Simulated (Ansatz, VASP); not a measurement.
P in VASP and in Ansatz

The input INCAR:

```
  ALGO = Normal
  EDIFF = 1E-6
  ENCUT = 520
  GGA = CA
  ISIF = 2
  ISMEAR = -1
  LASPH = T
  LCHARG = F
  LREAL = F
  LWAVE = F
  NBANDS = 14
  NELM = 80
  PREC = Accurate
  SIGMA = 0.1
```

The input KPOINTS:

```
k-points
0
Gamma
  9 9 14
```

File POSCAR:

```
P
1.0
    4.4925102766      0.0000000000      0.0000000000
   -2.2462551383      3.8906280263      0.0000000000
    0.0000000000      0.0000000000      2.5413765041
P
3
Direct
    0.0000000000      0.0000000000      0.0000000000
    0.3333333333      0.6666666667      0.5000000000
    0.6666666667      0.3333333333      0.5000000000
```

Input for Ansatz:

```yaml
crystal:
  lattice:
    - [4.4925102766, 0.0, 0.0]
    - [-2.2462551383, 3.8906280263, 0.0]
    - [0.0, 0.0, 2.5413765041]
  atoms:
    - { symbol: P, position: [0.0, 0.0, 0.0] }
    - { symbol: P, position: [0.3333333333, 0.6666666667, 0.5] }
    - { symbol: P, position: [0.6666666667, 0.3333333333, 0.5] }
hamiltonian:
  xc: lda
  pseudopotentials:
    kind: paw
    azcp:
      P: "pseudopotentials/P.paw.azcp"
basis:
  ecutwfc: 420
  fft_grid_basis: typed
kpoints:
  mp_grid: { grid: [9, 9, 14], shift: [0, 0, 0] }
magnetization:
  spin_polarized: false
scf:
  occupations: { method: fermi_dirac, width: 0.1 }
  lower_state_search: "off"
output:
  stress: true
```

Alike in both runs: task single point; functional LDA; k mesh 9 × 9 × 14; occupations fermi-dirac, width 0.1 eV; no spin polarisation.

```csv
,VASP,Ansatz
version,VASP 6.6.1,Ansatz 0.2.0
potentials or method,"VASP PAW LDA potentials, release 64 (P), cutoff 520 eV","plane waves (420 eV) with PAW, scalar-relativistic"
valence electrons in the cell,15,15
```

Ansatz gave:

| Item | Value |
| --- | --- |
| pressure (GPa) | -7.3 |
| traceless stress, the component that is largest in VASP (GPa) | -0.97 |

Problem. What did VASP give for the same quantities?

Solution. Pressure (GPa): -7.3; traceless stress, the component that is largest in VASP (GPa): -0.99.

Ansatz warns that its potentials were made for another functional, while VASP's fit it. LDA's correlation is that of Perdew and Zunger in VASP and of Perdew and Wang (1992) in Ansatz.
